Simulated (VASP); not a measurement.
# BiP (P-6m2) in VASP: further runs

BiP is run at these levels: PBE; tasks: single point, relaxation of cell and atoms.

All numbers are computed with VASP 6.6.1; they aren't measurements. Logs are shortened: lines on timing, memory, paths and dates and some standing lists are left out, and cuts for length are marked.

### Step 1. The cell of the first run

Symmetry: P-6m2, No. 187, hexagonal system. The conventional cell has a = 3.942 Å, b = 3.942 Å, c = 3.774 Å, α = 90.00°, β = 90.00°, γ = 120.00°. Bi (site symmetry -6m2) has 6 P at 2.96 Å and 8 Bi at 3.77 to 3.94 Å within 4.0 Å. Within 4.0 Å of P (site symmetry -6m2) lie 6 Bi at 2.96 Å and 8 P at 3.77 to 3.94 Å.

### Step 2. Single point, PBE

INCAR

```
PREC = Accurate
ENCUT = 520
EDIFF = 1E-6
ISMEAR = 0
SIGMA = 0.05
LREAL = F
LASPH = T
NELM = 60
ALGO = Normal
ISIF = 2
LWAVE = F
LCHARG = T
GGA = PE
LELF = T
LVHAR = T
NBANDS = 17
```

KPOINTS

```
Automatic mesh
0
Gamma
  6 6 6
```

POSCAR

```
BiP
1.0
    3.9424970511      0.0000000000      0.0000000000
   -1.9712485256      3.4143026006      0.0000000000
    0.0000000000      0.0000000000      3.7735764283
Bi P
1 1
Direct
    0.0000000000      0.0000000000      0.0000000000
    0.6666666667      0.3333333333      0.5000000000
```

Potentials or basis: VASP PAW PBE potentials, release 64 (Bi_d, P).

Command:

```sh
$ cat potpaw_PBE.64/Bi_d/POTCAR potpaw_PBE.64/P/POTCAR > POTCAR
$ mpirun -np 1 vasp_std > vasp.out
```

OUTCAR:

```text
PREC = Accurate
   ENCUT = 520
   EDIFF = 1E-6
   ISMEAR = 0
   LREAL = F
   LASPH = T
   NELM = 60
   ISIF = 2
   GGA = PE

 ion  position               nearest neighbor table
   1  0.000  0.000  0.000-   2 2.96   2 2.96   2 2.96   2 2.96   2 2.96   2 2.96
   2  0.667  0.333  0.500-   1 2.96   1 2.96   1 2.96   1 2.96   1 2.96   1 2.96

  LATTYP: Found a hexagonal cell.
 ALAT       =     3.9424970511
 C/A-ratio  =     0.9571539000

  Lattice vectors:

 A1 = (   3.9424970511,   0.0000000000,   0.0000000000)
 A2 = (  -1.9712485256,   3.4143026006,   0.0000000000)
 A3 = (   0.0000000000,   0.0000000000,   3.7735764283)

Analysis of symmetry for initial positions (statically):
=====================================================================
 Subroutine PRICEL returns:
 Original cell was already a primitive cell.

 Routine SETGRP: Setting up the symmetry group for a
 hexagonal supercell.

 Subroutine GETGRP returns: Found 12 space group operations
 (whereof 12 operations were pure point group operations)
 out of a pool of 24 trial point group operations.

The static configuration has the point symmetry D_3h.

Analysis of symmetry for dynamics (positions and initial velocities):
=====================================================================
 Subroutine PRICEL returns:
 Original cell was already a primitive cell.

 Routine SETGRP: Setting up the symmetry group for a
 hexagonal supercell.

 Subroutine GETGRP returns: Found 12 space group operations
 (whereof 12 operations were pure point group operations)
 out of a pool of 24 trial point group operations.

The dynamic configuration has the point symmetry D_3h.

 Subroutine INISYM returns: Found 12 space group operations
 (whereof 12 operations are pure point group operations),
 and found     1 'primitive' translations

----------------------------------------------------------------------------------------

                                     Primitive cell

  volume of cell :      50.7957

  direct lattice vectors                    reciprocal lattice vectors
     3.942497051  0.000000000  0.000000000     0.253646353  0.146442790  0.000000000
    -1.971248526  3.414302601  0.000000000     0.000000000  0.292885581  0.000000000
     0.000000000  0.000000000  3.773576428     0.000000000  0.000000000  0.265000595

  length of vectors
     3.942497051  3.942497051  3.773576428     0.292885581  0.292885581  0.265000595

  position of ions in fractional coordinates (direct lattice)
     0.000000000  0.000000000  0.000000000
     0.666666667  0.333333333  0.500000000

  ion indices of the primitive-cell ions
   primitive index   ion index
                 1           1
                 2           2

----------------------------------------------------------------------------------------

 KPOINTS: Automatic mesh

Automatic generation of k-mesh.
 Grid dimensions read from file:
 generate k-points for:    6    6    6

 Generating k-lattice:

  Cartesian coordinates                     Fractional coordinates (reciprocal lattice)
     0.042274392  0.024407132  0.000000000     0.166666667 -0.000000000  0.000000000
     0.000000000  0.048814263  0.000000000     0.000000000  0.166666667  0.000000000
     0.000000000  0.000000000  0.044166766     0.000000000  0.000000000  0.166666667

  Length of vectors
     0.048814263  0.048814263  0.044166766

  Shift w.r.t. Gamma in fractional coordinates (k-lattice)
     0.000000000  0.000000000  0.000000000

 Subroutine IBZKPT returns following result:
 ===========================================

 Found     28 irreducible k-points:

 Following reciprocal coordinates:
            Coordinates               Weight
  0.000000  0.000000  0.000000      1.000000
  0.166667 -0.000000  0.000000      6.000000
  0.333333  0.000000  0.000000      6.000000
  0.500000 -0.000000  0.000000      3.000000
  0.166667  0.166667  0.000000      6.000000
  0.333333  0.166667  0.000000     12.000000
[... 16 lines left out ...]
  0.166667 -0.000000  0.500000      6.000000
  0.333333  0.000000  0.500000      6.000000
 [... further k-points ...]
   k-points           NKPTS =     28   k-points in BZ     NKDIM =     28   number of bands    NBANDS=     17
   number of dos      NEDOS =    301   number of ions     NIONS =      2
   total plane-waves  NPLWV =  25200
   dimension x,y,z NGX =    30 NGY =   30 NGZ =   28
   dimension x,y,z NGXF=    60 NGYF=   60 NGZF=   56
   ions per type =               1   1
   NGX,Y,Z   is equivalent  to a cutoff of  12.65, 12.65, 12.34 a.u.
   NGXF,Y,Z  is equivalent  to a cutoff of  25.30, 25.30, 24.67 a.u.
 SYSTEM =  unknown system
   PREC   = accura    normal or accurate (medium, high low for compatibility)
   ISTART =      0    job   : 0-new  1-cont  2-samecut
   ICHARG =      2    charge: 1-file 2-atom 10-const
   ISPIN  =      1    spin polarized calculation?
   LNONCOLLINEAR =      F non collinear calculations
   LSORBIT =      F    spin-orbit coupling
   LASPH  =      T    aspherical Exc in radial PAW
   ENCUT  =  520.0 eV  38.22 Ry    6.18 a.u.   7.33  7.33  7.02*2*pi/ulx,y,z
   NELM   =     60;   NELMIN=  2; NELMDL= -5     # of ELM steps
   EDIFF  = 0.1E-05   stopping-criterion for ELM
   LREAL  =      F    real-space projection
   EDIFFG = 0.1E-04   stopping-criterion for IOM
   NSW    =      0    number of steps for IOM
   IBRION =     -1    ionic relax: 0-MD 1-quasi-New 2-CG
   NFREE  =      0    steps in history (QN), initial steepest desc. (CG)
   ISIF   =      2    stress and relaxation
   ISYM   =      2    0-nonsym 1-usesym 2-fastsym
   POTIM  = 0.5000    time-step for ionic-motion
   TEBEG  =    0.0;   TEEND  =   0.0 temperature during run
   PSTRESS=    0.0 pullay stress
   NELECT =      20.0000    total number of electrons
   NUPDOWN=      -1.0000    fix difference up-down
   EMIN   =  10.00;   EMAX   =-10.00  energy-range for DOS
   EFERMI =   0.00;   METHOD = LEGACY
   ISMEAR =     0;   SIGMA  =   0.05  broadening in eV -4-tet -1-fermi 0-gaus
   EFERMI_NEDOS =   21; number of points for ismear=-14 and -15
   IALGO  =     38    algorithm
   IMIX   =      4    mixing-type and parameters
     AMIX     =   0.40;   BMIX     =  1.00
     AMIX_MAG =   1.60;   BMIX_MAG =  1.00
  volume/ion in A,a.u.               =      25.40       171.39
  Fermi-wavevector in a.u.,A,eV,Ry     =   1.199893  2.267470 19.588907  1.439744
  Thomas-Fermi vector in A             =   2.335744
   LORBIT       =      0    0 simple, 1 ext, 2 COOP (PROOUT), +10 PAW based schemes
   GGA     = PE    functional components
   LHFCALC =     F    Hartree Fock is set to
   AEXX    =    0.0000 exact exchange contribution
   IVDW    =     0    specifies the selected vdW correction
   LEPSILON=     F    determine dielectric tensor
   LRPA    =     F    only Hartree local field effects (RPA)
 non-spin polarized calculation
 Gauss-broadening in eV      SIGMA  =   0.05
  energy-cutoff  :      520.00
  volume of cell :       50.80
 maximum number of plane-waves:      1394
 NGX is ok and might be reduce to    30
   NGX = 15   NGY = 15   NGZ = 15

 number of electron      20.0000005 magnetization

 Free energy of the ion-electron system (eV)
  ---------------------------------------------------
  ext. energy  EPLUGINS =         0.00000000
  ---------------------------------------------------
  free energy    TOTEN  =        -8.74406425 eV

  energy without entropy =       -8.74348016  energy(sigma->0) =       -8.74377220

 E-fermi :   6.8533     XC(G=0): -10.0681

 val. band max:        6.8146367416   @ k =   0.1667  -0.0000   0.5000
 cond. band min:       6.9548344822   @ k =   0.1667   0.1667   0.5000
 fundamental gap:      0.1401977406
 Fermi energy:         6.8533414503

 k-point     1 :       0.0000    0.0000    0.0000
  band No.  band energies     occupation
      1     -16.1057      2.00000
      2     -16.0942      2.00000
      3     -16.0942      2.00000
      4     -16.0349      2.00000
      5     -16.0349      2.00000
      6      -6.7233      2.00000
[... 9 lines left out ...]
     16      17.2390      0.00000
     17      17.2933      0.00000

 k-point     2 :       0.1667   -0.0000    0.0000
  band No.  band energies     occupation
      1     -16.1027      2.00000
      2     -16.0929      2.00000
      3     -16.0829      2.00000
      4     -16.0401      2.00000
      5     -16.0361      2.00000
      6      -6.4150      2.00000
[... 9 lines left out ...]
     16      16.2799      0.00000
     17      16.7932      0.00000

 k-point     3 :       0.3333    0.0000    0.0000
  band No.  band energies     occupation
      1     -16.1073      2.00000
      2     -16.0800      2.00000
      3     -16.0605      2.00000
      4     -16.0504      2.00000
      5     -16.0386      2.00000
      6      -5.5536      2.00000
[... 9 lines left out ...]
     16      16.9290      0.00000
     17      16.9565      0.00000

 k-point     4 :       0.5000   -0.0000    0.0000
  band No.  band energies     occupation
      1     -16.1105      2.00000
      2     -16.0727      2.00000
      3     -16.0556      2.00000
      4     -16.0493      2.00000
      5     -16.0399      2.00000
      6      -4.7538      2.00000
[... 9 lines left out ...]
     16      17.0417      0.00000
     17      18.0990      0.00000

 k-point     5 :       0.1667    0.1667    0.0000
  band No.  band energies     occupation
      1     -16.0957      2.00000
      2     -16.0934      2.00000
      3     -16.0664      2.00000
      4     -16.0469      2.00000
      5     -16.0389      2.00000
      6      -5.8232      2.00000
[... 9 lines left out ...]
     16      16.1414      0.00000
     17      16.9007      0.00000

 k-point     6 :       0.3333    0.1667    0.0000
  band No.  band energies     occupation
      1     -16.0984      2.00000
      2     -16.0777      2.00000
      3     -16.0565      2.00000
      4     -16.0531      2.00000
      5     -16.0424      2.00000
      6      -4.8273      2.00000
[... 9 lines left out ...]
     16      15.2272      0.00000
     17      17.7737      0.00000

 k-point     7 :       0.3333    0.3333    0.0000
  band No.  band energies     occupation
      1     -16.0806      2.00000
      2     -16.0766      2.00000
      3     -16.0679      2.00000
      4     -16.0511      2.00000
      5     -16.0476      2.00000
      6      -4.1650      2.00000
[... 9 lines left out ...]
     16      14.6006      0.00000
     17      14.7876      0.00000

 k-point     8 :       0.0000    0.0000    0.1667
  band No.  band energies     occupation
      1     -16.0934      2.00000
      2     -16.0934      2.00000
      3     -16.0888      2.00000
      4     -16.0405      2.00000
      5     -16.0405      2.00000
      6      -6.4437      2.00000
[... 9 lines left out ...]
     16      15.2433      0.00000
     17      15.2433      0.00000
[... 203 lines left out ...]
      1     -16.0916      2.00000
      2     -16.0702      2.00000
      3     -16.0684      2.00000
      4     -16.0568      2.00000
      5     -16.0369      2.00000
      6      -4.7837      2.00000
[... 9 lines left out ...]
     16      15.5673      0.00000
     17      17.1626      0.00000

 k-point    20 :       0.3333    0.1667    0.3333
  band No.  band energies     occupation
      1     -16.0905      2.00000
      2     -16.0768      2.00000
      3     -16.0614      2.00000
      4     -16.0569      2.00000
      5     -16.0277      2.00000
      6      -3.9152      2.00000
[... 9 lines left out ...]
     16      17.3056      0.00000
     17      19.1270      0.00000

 k-point    21 :       0.3333    0.3333    0.3333
  band No.  band energies     occupation
      1     -16.0772      2.00000
      2     -16.0710      2.00000
      3     -16.0675      2.00000
      4     -16.0662      2.00000
      5     -16.0279      2.00000
      6      -3.4305      2.00000
[... 9 lines left out ...]
     16      17.6855      0.00000
     17      18.4549      0.00000

 k-point    22 :       0.0000    0.0000    0.5000
  band No.  band energies     occupation
      1     -16.0909      2.00000
      2     -16.0909      2.00000
      3     -16.0573      2.00000
      4     -16.0573      2.00000
      5     -16.0380      2.00000
      6      -4.6930      2.00000
[... 9 lines left out ...]
     16      14.6431      0.00000
     17      14.6431      0.00000

 k-point    23 :       0.1667   -0.0000    0.5000
  band No.  band energies     occupation
      1     -16.0923      2.00000
      2     -16.0801      2.00000
      3     -16.0653      2.00000
      4     -16.0590      2.00000
      5     -16.0314      2.00000
      6      -4.4298      2.00000
[... 9 lines left out ...]
     16      14.9752      0.00000
     17      15.8059      0.00000

 k-point    24 :       0.3333    0.0000    0.5000
  band No.  band energies     occupation
      1     -16.0966      2.00000
      2     -16.0809      2.00000
      3     -16.0624      2.00000
      4     -16.0583      2.00000
      5     -16.0167      2.00000
      6      -3.7645      2.00000
[... 9 lines left out ...]
     16      17.0429      0.00000
     17      18.3453      0.00000

 [... further k-points ...]
[... 5 lines left out ...]
  --------------------------------------------------------------------------------------
  -------------------------------------------------------------------------------------
  Total       -0.0761538     -0.0761538     -0.0591973      0.0000000      0.0000000      0.0000000
  in kB       -2.4020143     -2.4020143     -1.8671777      0.0000000      0.0000000      0.0000000
  external PRESSURE =      -2.2237355 kB  Pullay stress =       0.0000000 kB

 VOLUME and BASIS-vectors are now :
 -----------------------------------------------------------------------------
  energy-cutoff  :      520.00
  volume of cell :       50.80
      direct lattice vectors                 reciprocal lattice vectors
     3.942497051  0.000000000  0.000000000     0.253646353  0.146442790  0.000000000
    -1.971248526  3.414302601  0.000000000     0.000000000  0.292885581  0.000000000
     0.000000000  0.000000000  3.773576428     0.000000000  0.000000000  0.265000595

 POSITION                                       TOTAL-FORCE (eV/Angst)
 -----------------------------------------------------------------------------------
      0.00000      0.00000      0.00000        -0.000000      0.000000      0.000000
      1.97125      1.13810      1.88679         0.000000     -0.000000      0.000000
 -----------------------------------------------------------------------------------
    total drift:                                0.000000     -0.000000      0.000000

  FREE ENERGIE OF THE ION-ELECTRON SYSTEM (eV)
  ---------------------------------------------------
  free  energy   TOTEN  =        -8.7440642504 eV

  energy  without entropy=       -8.7434801557  energy(sigma->0) =       -8.74377220
```

It took 22 s on 1 thread of Intel Xeon Platinum 8488C (Sapphire Rapids), shared host; peak memory 0.17 GiB.

Results:

```
Free energy            : -8.7441 eV
Pressure               : -0.2 GPa
Band gap on the k mesh : zero (bands 10 and 11 overlap by 2.84 eV)
```

Levels at points of the mesh, in eV from the Fermi level:
```csv
k point,band 6,band 7,band 8,band 9,band 10,band 11,band 12,band 13,band 14,band 15
"(0.00, 0.00, 0.00)",-13.58,-6.03,-2.41,-1.13,-1.13,2.56,2.56,4.00,6.40,6.46
"(0.50, 0.00, 0.00)",-11.61,-9.52,-2.75,-2.07,-0.55,1.93,2.19,4.28,5.21,9.98
"(0.00, 0.00, 0.50)",-11.55,-10.44,0.15,0.15,0.63,1.16,2.19,2.19,7.34,7.34
"(0.50, 0.00, 0.50)",-10.16,-9.11,-4.91,-4.72,-0.51,0.46,2.44,2.44,9.48,10.86
```

Caveat: spin-orbit coupling is left out, which moves the levels of the heavy elements.

### Step 3. Relaxation of cell and atoms, PBE

This run uses another cell than the first one, of 26.15 Å³/atom.

INCAR

```
SYSTEM = BiP
PREC     = Accurate       ! precision mode
ENCUT    = 600            ! plane-wave cutoff, eV
EDIFF    = 1E-6           ! SCF threshold, eV
ISMEAR   = 0              ! smearing method
SIGMA    = 0.05           ! smearing width, eV
LREAL    = .FALSE.        ! projectors in reciprocal space
LASPH    = .TRUE.         ! aspherical terms in the spheres
NELM     = 80             ! most SCF steps
ALGO     = Normal         ! electronic algorithm
ISIF     = 3              ! what is computed and relaxed
LWAVE    = .FALSE.        ! write WAVECAR
LCHARG   = .FALSE.        ! write CHGCAR
GGA      = PE             ! functional
IBRION   = 2              ! ionic algorithm
NSW      = 80             ! ionic steps
EDIFFG   = -0.03          ! ionic threshold
```

KPOINTS

```
regular mesh
0
G
  6 6 6
  0 0 0
```

POSCAR

```
BiP
1.0
    3.9553131248      0.0000000000      0.0000000000
   -1.9776565624      3.4254016460      0.0000000000
    0.0000000000      0.0000000000      3.8601896473
Bi P
1 1
Direct
    0.0000000000      0.0000000000      0.0000000000
    0.6666666667      0.3333333333      0.5000000000
```

Potentials or basis: VASP PAW PBE potentials, release 64 (Bi_d, P).

Command:

```sh
$ cat potpaw_PBE.64/Bi_d/POTCAR potpaw_PBE.64/P/POTCAR > POTCAR
$ mpirun -np 1 vasp_std > vasp.out
```

Run time: 43 s. Hardware: 1 thread of Intel Xeon Platinum 8488C (Sapphire Rapids), shared host; peak memory 0.2 GiB.

Results (log left out):

* Free energy: -8.7444 eV
* Relaxed volume: 25.34 Å³/atom
* Relaxed cell: a = 3.936 Å, b = 3.936 Å, c = 3.776 Å, α = 90.00°, β = 90.00°, γ = 120.00°
* Space group after relaxing (to 0.1 Å): P-6m2 (No. 187)
* Energy gained by relaxing: 9.3 meV/atom
* Ionic steps: 5
* Pressure after relaxing: 0.0 GPa
* Band gap on the k mesh: zero (bands 10 and 11 overlap by 2.86 eV)

Stress tensor (GPa, compression positive):
```
 0.00  0.00  0.00
 0.00  0.00  0.00
 0.00  0.00 -0.12
```

Step by step:
```tsv
step	energy change (eV)	largest force (eV/Å)	pressure (GPa)	volume (Å³)
1	0.0000	0.0000	-2.35	52.30
2	-0.0106	0.0000	1.91	49.44
3	-0.0184	0.0000	0.10	50.54
4	-0.0184	0.0000	0.09	50.57
5	-0.0186	0.0000	-0.04	50.67
```

Final structure:
```
Bi P
1.0
     3.93641    0.00000    0.00000
    -1.96820    3.40903    0.00000
     0.00000    0.00000    3.77591
Bi P
1 1
Direct
  0.00000 0.00000 0.00000
  0.66667 0.33333 0.50000
```

Levels at points of the mesh, in eV from the Fermi level:
```
           k point  band 7  band 8  band 9  band 10  band 11  band 12  band 13  band 14
(0.00, 0.00, 0.00)   -6.02   -2.44   -1.12    -1.12     2.57     2.57     4.00     6.48
(0.50, 0.00, 0.00)   -9.53   -2.74   -2.08    -0.57     1.92     2.17     4.27     5.21
(0.00, 0.00, 0.50)  -10.46    0.16    0.16     0.65     1.18     2.20     2.20     7.35
(0.50, 0.00, 0.50)   -9.11   -4.92   -4.73    -0.51     0.46     2.44     2.45     9.50
```

Caveat: spin-orbit coupling is left out, which moves the levels of the heavy elements.
